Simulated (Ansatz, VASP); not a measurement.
## BAs: VASP beside Ansatz

INCAR

```
SYSTEM = BAs
  PREC = Accurate
  ENCUT = 520
  EDIFF = 1E-6
  ISMEAR = 0
  SIGMA = 0.1
  LREAL = .FALSE.
  LASPH = .TRUE.
  NELM = 80
  ALGO = Normal
  ISIF = 2
  LWAVE = .FALSE.
  LCHARG = .FALSE.
  GGA = PE
  NBANDS = 36
```

The input KPOINTS:

```
Automatic mesh
0
G
  6 2 4
  0 0 0
```

The input POSCAR:

```
BAs
1.0
    3.3205533400      0.0000000000      0.0000000000
    0.0000000000     10.3524599300      0.0000000000
    0.0000000000      0.0000000000      4.8214629900
B As
6 6
Direct
    0.0000000000      0.6523099200      0.1196049900
    0.5000000000      0.8476900800      0.8803950100
    0.0000000000      0.0000000000      0.3810625100
    0.5000000000      0.1523099200      0.8803950100
    0.0000000000      0.3476900800      0.1196049900
    0.5000000000      0.5000000000      0.6189374900
    0.5000000000      0.6523099200      0.8803950100
    0.0000000000      0.8476900800      0.1196049900
    0.5000000000      0.0000000000      0.6189374900
    0.0000000000      0.1523099200      0.1196049900
    0.5000000000      0.3476900800      0.8803950100
    0.0000000000      0.5000000000      0.3810625100
```

Input for Ansatz:

```yaml
crystal:
  lattice:
    - [3.32055334, 0.0, 0.0]
    - [0.0, 10.35245993, 0.0]
    - [0.0, 0.0, 4.82146299]
  atoms:
    - { symbol: B, position: [0.0, 0.65230992, 0.11960499] }
    - { symbol: B, position: [0.5, 0.84769008, 0.88039501] }
    - { symbol: B, position: [0.0, 0.0, 0.38106251] }
    - { symbol: B, position: [0.5, 0.15230992, 0.88039501] }
    - { symbol: B, position: [0.0, 0.34769008, 0.11960499] }
    - { symbol: B, position: [0.5, 0.5, 0.61893749] }
    - { symbol: As, position: [0.5, 0.65230992, 0.88039501] }
    - { symbol: As, position: [0.0, 0.84769008, 0.11960499] }
    - { symbol: As, position: [0.5, 0.0, 0.61893749] }
    - { symbol: As, position: [0.0, 0.15230992, 0.11960499] }
    - { symbol: As, position: [0.5, 0.34769008, 0.88039501] }
    - { symbol: As, position: [0.0, 0.5, 0.38106251] }
basis:
  ecutwfc: 420
kpoints:
  mp_grid: { grid: [6, 2, 4] }
hamiltonian:
  xc: pbe
scf:
  occupations: { method: gaussian, width: 0.1 }
  lower_state_search: "off"
output:
  forces: true
  stress: true
  eigenvalues: true
```

Alike in both runs: task single point; functional PBE; k mesh 6 × 2 × 4; occupations gaussian, width 0.1 eV; no spin polarisation.

|  | VASP | Ansatz |
| --- | --- | --- |
| version | VASP 6.6.1 | Ansatz 0.2.0 |
| potentials or method | VASP PAW PBE potentials, release 64 (B, As), cutoff 520 eV | scalar-relativistic, plane waves, PAW |
| valence electrons in the cell | 48 | 108 |

```csv
,VASP,Ansatz,Ansatz less VASP
gap on the k mesh at the Fermi level (eV),0.20,0.21,+0.009
least direct gap on the mesh (eV),0.42,0.43,+0.011
pressure (GPa),15.6,14.7,-0.88
"traceless stress, the component that is largest in VASP (GPa)",-2.70,-2.72,-0.012
rms of the force components (eV/Å),0.656,0.639,-0.0164
```

Atom by atom the forces differ by 0.020 eV/Å (rms over components). VASP's potentials hold 48 valence electrons a cell and Ansatz's 108, so a difference there can come from the potentials and not from the codes.
